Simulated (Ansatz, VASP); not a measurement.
**One calculation of CaO, two programs**

```
Ca O
1.0
     0.00000    2.38338    2.38338
     2.38338    0.00000    2.38338
     2.38338    2.38338    0.00000
Ca O
1 1
Direct
  0.00000 0.00000 0.00000
  0.50000 0.50000 0.50000
```

Alike in both runs: task single point; functional PBEsol; k mesh 8 × 8 × 8; no spin polarisation.

|  | VASP | Ansatz |
| --- | --- | --- |
| version | VASP 6.6.1 | Ansatz 0.2.0 |
| potentials or method | VASP PAW PBE potentials, release 64 (Ca_sv, O), cutoff 600 eV | scalar-relativistic, plane waves, PAW |
| occupations | gaussian, width 0.01 eV | fixed |
| valence electrons in the cell | 16 | 16 |

|  | VASP | Ansatz | Ansatz less VASP |
| --- | --- | --- | --- |
| gap on the k mesh at the Fermi level (eV) | 3.52 | 3.54 | +0.021 |
| least direct gap on the mesh (eV) | 3.89 | 3.92 | +0.020 |

VASP's potentials were made for PBE, not for PBEsol, and Ansatz warns of the same on its side.
